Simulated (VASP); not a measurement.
# AlAs (F-43m) in VASP: single point with PBE

Aim: the single point of AlAs with PBE.

All numbers are computed with VASP 6.6.1; they aren't measurements. Logs are shortened: lines on timing, memory, paths and dates and some standing lists are left out, and cuts for length are marked.

### Step 1. The cell of the first run

Symmetry: F-43m, No. 216, cubic system. Conventional cell: a = 5.606 Å, b = 5.606 Å, c = 5.606 Å, α = 90.00°, β = 90.00°, γ = 90.00°. Within 3.2 Å of Al (site symmetry -43m) lie 4 As at 2.43 Å. As (site symmetry -43m) has 4 Al at 2.43 Å within 3.2 Å.

### Step 2. Single point, PBE

File INCAR:

```
SYSTEM = AlAs
PREC     = Accurate       ! precision mode
ENCUT    = 500            ! plane-wave cutoff, eV
EDIFF    = 1E-6           ! SCF threshold, eV
ISMEAR   = -5             ! smearing method
SIGMA    = 0.1            ! smearing width, eV
LREAL    = .False.        ! projectors in reciprocal space
LASPH    = .True.         ! aspherical terms in the spheres
NELM     = 120            ! most SCF steps
ALGO     = Normal         ! electronic algorithm
ISIF     = 2              ! what is computed and relaxed
LWAVE    = .False.        ! write WAVECAR
LCHARG   = .False.        ! write CHGCAR
GGA      = PE             ! functional
NBANDS   = 11             ! bands
GGA_COMPAT= .False.
```

File KPOINTS:

```
regular mesh
0
Gamma
  8 8 8
  0 0 0
```

File POSCAR:

```
AlAs
1.0
    0.0000000000      2.8028850000      2.8028850000
    2.8028850000      0.0000000000      2.8028850000
    2.8028850000      2.8028850000      0.0000000000
Al As
1 1
Direct
    0.0000000000      0.0000000000      0.0000000000
    0.2500000000      0.2500000000      0.2500000000
```

Potentials or basis: VASP PAW PBE potentials, release 64 (Al, As).

Run with:

```
$ cat potpaw_PBE.64/Al/POTCAR potpaw_PBE.64/As/POTCAR > POTCAR
$ mpirun -np 1 vasp_std > vasp.out
```

OUTCAR:

```text
SYSTEM = AlAs
   PREC = Accurate
   ENCUT = 500
   EDIFF = 1E-6
   ISMEAR = -5
   LREAL = .False.
   LASPH = .True.
   NELM = 120
   ISIF = 2
   GGA = PE

 ion  position               nearest neighbor table
   1  0.000  0.000  0.000-   2 2.43   2 2.43   2 2.43   2 2.43
   2  0.250  0.250  0.250-   1 2.43   1 2.43   1 2.43   1 2.43

  LATTYP: Found a face centered cubic cell.
 ALAT       =     5.6057700000

  Lattice vectors:

 A1 = (   0.0000000000,   2.8028850000,   2.8028850000)
 A2 = (   2.8028850000,   0.0000000000,   2.8028850000)
 A3 = (   2.8028850000,   2.8028850000,   0.0000000000)

Analysis of symmetry for initial positions (statically):
=====================================================================
 Subroutine PRICEL returns:
 Original cell was already a primitive cell.

 Routine SETGRP: Setting up the symmetry group for a
 face centered cubic supercell.

 Subroutine GETGRP returns: Found 24 space group operations
 (whereof 24 operations were pure point group operations)
 out of a pool of 48 trial point group operations.

The static configuration has the point symmetry T_d .

Analysis of symmetry for dynamics (positions and initial velocities):
=====================================================================
 Subroutine PRICEL returns:
 Original cell was already a primitive cell.

 Routine SETGRP: Setting up the symmetry group for a
 face centered cubic supercell.

 Subroutine GETGRP returns: Found 24 space group operations
 (whereof 24 operations were pure point group operations)
 out of a pool of 48 trial point group operations.

The dynamic configuration has the point symmetry T_d .

 Subroutine INISYM returns: Found 24 space group operations
 (whereof 24 operations are pure point group operations),
 and found     1 'primitive' translations

----------------------------------------------------------------------------------------

                                     Primitive cell

  volume of cell :      44.0399

  direct lattice vectors                    reciprocal lattice vectors
     0.000000000  2.802885000  2.802885000    -0.178387626  0.178387626  0.178387626
     2.802885000  0.000000000  2.802885000     0.178387626 -0.178387626  0.178387626
     2.802885000  2.802885000  0.000000000     0.178387626  0.178387626 -0.178387626

  length of vectors
     3.963877981  3.963877981  3.963877981     0.308976431  0.308976431  0.308976431
[... 90 lines left out ...]
   ISYM   =      2    0-nonsym 1-usesym 2-fastsym
   POTIM  = 0.5000    time-step for ionic-motion
   TEBEG  =    0.0;   TEEND  =   0.0 temperature during run
   PSTRESS=    0.0 pullay stress
   NELECT =       8.0000    total number of electrons
   NUPDOWN=      -1.0000    fix difference up-down
   EMIN   =  10.00;   EMAX   =-10.00  energy-range for DOS
   EFERMI =   0.00;   METHOD = LEGACY
   ISMEAR =    -5;   SIGMA  =   0.10  broadening in eV -4-tet -1-fermi 0-gaus
   EFERMI_NEDOS =   21; number of points for ismear=-14 and -15
   IALGO  =     38    algorithm
   IMIX   =      4    mixing-type and parameters
     AMIX     =   0.40;   BMIX     =  1.00
     AMIX_MAG =   1.60;   BMIX_MAG =  1.00
  volume/ion in A,a.u.               =      22.02       148.60
  Fermi-wavevector in a.u.,A,eV,Ry     =   0.927163  1.752085 11.696000  0.859632
  Thomas-Fermi vector in A             =   2.053204
   LORBIT       =      0    0 simple, 1 ext, 2 COOP (PROOUT), +10 PAW based schemes
   GGA     = PE    functional components
   LHFCALC =     F    Hartree Fock is set to
   AEXX    =    0.0000 exact exchange contribution
   IVDW    =     0    specifies the selected vdW correction
   LEPSILON=     F    determine dielectric tensor
   LRPA    =     F    only Hartree local field effects (RPA)
 non-spin polarized calculation
 Fermi weights with tetrahedron method with Bloechl corrections
  energy-cutoff  :      500.00
  volume of cell :       44.04
 maximum number of plane-waves:      1139
 NGX is ok and might be reduce to    30
   NGX = 15   NGY = 15   NGZ = 15

 number of electron       8.0000001 magnetization

 Free energy of the ion-electron system (eV)
  ---------------------------------------------------
  ext. energy  EPLUGINS =         0.00000000
  ---------------------------------------------------
  free energy    TOTEN  =        -9.34090282 eV

  energy without entropy =       -9.34090282  energy(sigma->0) =       -9.34090282

 E-fermi :   4.1423     XC(G=0):  -9.1563

 val. band max:        4.1422589334   @ k =   0.0000   0.0000   0.0000
 cond. band min:       5.5241360042   @ k =   0.5000   0.5000   0.0000
 fundamental gap:      1.3818770709
 Fermi energy:         4.1423428498

 k-point     1 :       0.0000    0.0000    0.0000
  band No.  band energies     occupation
      1      -7.8900      2.00000
      2       4.1423      2.00000
      3       4.1423      2.00000
      4       4.1423      2.00000
      5       6.4390      0.00000
      6       8.4797      0.00000
      7       8.4797      0.00000
      8       8.4797      0.00000
      9      13.1738      0.00000
     10      13.2110      0.00000
     11      13.2110      0.00000
[... 309 lines left out ...]
 k-point    24 :      -0.3750    0.2500    0.1250
  band No.  band energies     occupation
      1      -6.1238      2.00000
      2      -1.2308      2.00000
      3       1.3772      2.00000
      4       2.5493      2.00000
      5       7.8767      0.00000
      6       8.4222      0.00000
      7      10.9409      0.00000
      8      11.9035      0.00000
      9      12.6254      0.00000
     10      15.2788      0.00000
     11      16.6291      0.00000

 [... further k-points ...]

------------------------ aborting loop because EDIFF is reached ----------------------------------------

  FORCE on cell =-STRESS in cart. coord.  units (eV):
  Direction    XX          YY          ZZ          XY          YZ          ZX
  --------------------------------------------------------------------------------------
  -------------------------------------------------------------------------------------
  Total        1.4381173      1.4381173      1.4381173     -0.0000000      0.0000000      0.0000000
  in kB       52.3189565     52.3189565     52.3189565     -0.0000000      0.0000000      0.0000000
  external PRESSURE =      52.3189565 kB  Pullay stress =       0.0000000 kB

 VOLUME and BASIS-vectors are now :
 -----------------------------------------------------------------------------
  energy-cutoff  :      500.00
  volume of cell :       44.04
      direct lattice vectors                 reciprocal lattice vectors
     0.000000000  2.802885000  2.802885000    -0.178387626  0.178387626  0.178387626
     2.802885000  0.000000000  2.802885000     0.178387626 -0.178387626  0.178387626
     2.802885000  2.802885000  0.000000000     0.178387626  0.178387626 -0.178387626

 POSITION                                       TOTAL-FORCE (eV/Angst)
 -----------------------------------------------------------------------------------
      0.00000      0.00000      0.00000         0.000000      0.000000      0.000000
      1.40144      1.40144      1.40144        -0.000000     -0.000000     -0.000000
 -----------------------------------------------------------------------------------
    total drift:                                0.000000      0.000000      0.000000

  FREE ENERGIE OF THE ION-ELECTRON SYSTEM (eV)
  ---------------------------------------------------
  free  energy   TOTEN  =        -9.3409028216 eV

  energy  without entropy=       -9.3409028216  energy(sigma->0) =       -9.34090282
```

OSZICAR:

```text
N       E                     dE             d eps       ncg     rms          rms(c)
DAV:   1     0.128021754086E+02    0.12802E+02   -0.28229E+03   638   0.520E+02
DAV:   2    -0.871382648745E+01   -0.21516E+02   -0.20948E+02   826   0.852E+01
DAV:   3    -0.956492673272E+01   -0.85110E+00   -0.84923E+00   805   0.170E+01
DAV:   4    -0.957117656653E+01   -0.62498E-02   -0.62495E-02   737   0.175E+00
DAV:   5    -0.957129320526E+01   -0.11664E-03   -0.11664E-03   779   0.234E-01    0.331E+00
DAV:   6    -0.937651989923E+01    0.19477E+00   -0.32627E-01   692   0.210E+00    0.193E+00
DAV:   7    -0.934010800918E+01    0.36412E-01   -0.17452E-01   719   0.166E+00    0.688E-01
DAV:   8    -0.934066380768E+01   -0.55580E-03   -0.11198E-02   707   0.503E-01    0.106E-01
DAV:   9    -0.934078153508E+01   -0.11773E-03   -0.39416E-04   769   0.116E-01    0.582E-02
DAV:  10    -0.934089931917E+01   -0.11778E-03   -0.15429E-04   694   0.671E-02    0.679E-03
DAV:  11    -0.934090307088E+01   -0.37517E-05   -0.17648E-05   771   0.186E-02    0.621E-03
DAV:  12    -0.934090282158E+01    0.24929E-06   -0.19153E-06   716   0.656E-03
   1 F= -.93409028E+01 E0= -.93409028E+01  d E =0.000000E+00
```

stdout:

```text
POSCAR found type information on POSCAR AlAs
 POSCAR found :  2 types and       2 ions
 scaLAPACK will be used
 LDA part: xc-table for (Slater+PW92), standard interpolation
 POSCAR, INCAR and KPOINTS ok, starting setup
 FFT: planning ... GRIDC
 FFT: planning ... GRID_SOFT
 FFT: planning ... GRID
 WAVECAR not read
 entering main loop
```

It took 18 s on 1 thread of AMD EPYC 7R13, shared host; peak memory 0.14 GiB.

What came out:

```yaml
Free_energy: -9.3409 eV
Pressure: 5.2 GPa
Band_gap_on_the_k_mesh: 1.38 eV, indirect (least direct gap 2.30 eV)
```
